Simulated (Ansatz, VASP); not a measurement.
# Ga in VASP and in Ansatz

```
Ga
1.0
     0.00000    2.71767    2.71767
     2.71767    0.00000    2.71767
     2.71767    2.71767    0.00000
Ga
2
Cartesian
  -0.6794 -0.6794 -0.6794
  0.6794 0.6794 0.6794
```

Change from the starting cell: volume scaled by 0.84, crystal datasets.

Alike in both runs: task single point; functional PBEsol; k mesh 13 × 13 × 13; occupations fermi-dirac, width 0.08 eV; no spin polarisation.

|  | VASP | Ansatz |
| --- | --- | --- |
| version | VASP 6.6.1 | Ansatz 0.2.0 |
| potentials or method | VASP PAW PBE potentials, release 64 (Ga_d), cutoff 500 eV | all-electron PAW with datasets made for the crystal, scalar-relativistic |

|  | VASP | Ansatz | Ansatz less VASP |
| --- | --- | --- | --- |
| pressure (GPa) | 11.4 | 11.3 | -0.09 |

VASP's potentials were made for PBE, not for PBEsol. Ansatz ran all-electron here, and VASP with PAW potentials.
